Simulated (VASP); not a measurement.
Write the native input for VASP 6.6.1 that does the following.

- Task: single point
- Functional: PBE
- Potentials or basis: VASP PAW PBE potentials, release 64 (In_d, Pd)
- Cutoff: 520 eV
- k mesh: 8 × 8 × 8
- Occupations: gaussian, width 0.011 eV
- Spin: no spin polarisation
- Dipole correction: no
- Further INCAR settings: ALGO = Normal; EDIFF = 1e-06; NBANDS = 18

The structure of InPd lies in POSCAR:

```
InPd
1.0
    0.0000000000      2.7460700000      2.7460700000
    2.7460700000      0.0000000000      2.7460700000
    2.7460700000      2.7460700000      0.0000000000
In Pd
1 1
Direct
    0.0000000000      0.0000000000      0.0000000000
    0.5000000000      0.5000000000      0.5000000000
```

These files were run (other wordings do the same):

INCAR

```
SYSTEM = InPd
ALGO = Normal ; EDIFF = 1E-6
ENCUT = 520 ; GGA = PE
ISIF = 2 ; ISMEAR = 0
LASPH = .True. ; LCHARG = .True.
LELF = .True. ; LREAL = .False.
LVHAR = .True. ; LWAVE = .False.
NBANDS = 18 ; NELM = 80
PREC = Accurate ; SIGMA = 0.011
```

KPOINTS

```
k-points
0
Gamma
  8 8 8
  0 0 0
```

Potentials or basis: VASP PAW PBE potentials, release 64 (In_d, Pd).

The run is started by

```bash
$ cat potpaw_PBE.64/In_d/POTCAR potpaw_PBE.64/Pd/POTCAR > POTCAR
$ mpirun -np 1 vasp_std > vasp.out
```

It gave:

The pressure is 0.1 GPa.

Wall time 19 s on 1 thread of Intel(R) Xeon(R) Platinum 8488C (Sapphire Rapids) (shared host), peak memory 0.17 GiB.
